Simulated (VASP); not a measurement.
SiGe5C6:

```
CELL_PARAMETERS angstrom
3.53599 0.00000 0.00000
-1.76799 3.06226 0.00000
0.00000 0.00000 17.40866
ATOMIC_POSITIONS crystal
Si 0.66667 0.33333 0.50000
Ge 0.33333 0.66667 0.00000
Ge 0.33333 0.66667 0.33333
Ge 0.33333 0.66667 0.66667
Ge 0.66667 0.33333 0.16667
Ge 0.66667 0.33333 0.83333
C 0.33333 0.66667 0.12833
C 0.33333 0.66667 0.46167
C 0.33333 0.66667 0.79500
C 0.66667 0.33333 0.29500
C 0.66667 0.33333 0.62833
C 0.66667 0.33333 0.96167
```

* Program: VASP 6.6.1
* Task: relaxation of cell and atoms
* Functional: PBE
* Potentials or basis: VASP PAW PBE potentials, release 64 (Si, Ge_d, C)
* Cutoff: 600 eV
* k mesh: 6 × 6 × 1
* Occupations: gaussian, width 0.1 eV
* Spin: no spin polarisation

At the start: pressure -26.3 GPa; volume 15.71 Å³/atom.

Task: Where does the relaxation end?

Result: Over 15 steps the energy falls by 422.4 meV/atom and the volume is 11.89 Å³/atom (-24.3 %); space group P3m1 (No. 156, to 0.1 Å) before and after.

Step by step:
```
step  energy change (eV)  largest force (eV/Å)  pressure (GPa)  volume (Å³)
   1              0.0000                1.0791          -26.33       188.50
   2             -3.6782                1.2576           28.42       126.47
   3             -4.9551                1.2557            0.05       142.93
   4             -4.9541                1.2573            1.10       142.11
   5             -5.0101                0.6881            1.50       141.66
   6             -5.0320                0.3847            1.26       141.81
   7             -5.0531                0.2020           -0.84       143.44
   8             -5.0531                0.2005           -0.81       143.40
   9             -5.0614                0.1568           -0.06       142.80
  10             -5.0620                0.1478            0.24       142.56
  11             -5.0668                0.1004            0.29       142.52
  12             -5.0669                0.1006            0.30       142.51
  13             -5.0684                0.0474           -0.23       142.94
  14             -5.0684                0.0490           -0.19       142.88
  15             -5.0686                0.0169            0.10       142.68
```

Final structure:
```
Si Ge C
1.0
     3.21922    0.00000    0.00000
    -1.60961    2.78793    0.00000
     0.00000    0.00000   15.89715
Si Ge C
1 5 6
Direct
  0.66667 0.33333 0.50241
  0.33333 0.66667 0.00148
  0.33333 0.66667 0.33819
  0.33333 0.66667 0.66506
  0.66667 0.33333 0.16979
  0.66667 0.33333 0.83322
  0.33333 0.66667 0.12739
  0.33333 0.66667 0.46498
  0.33333 0.66667 0.79083
  0.66667 0.33333 0.29565
  0.66667 0.33333 0.62195
  0.66667 0.33333 0.95904
```

Caveat: the volume moved by over 15 % at a fixed basis, so the end points are rough.
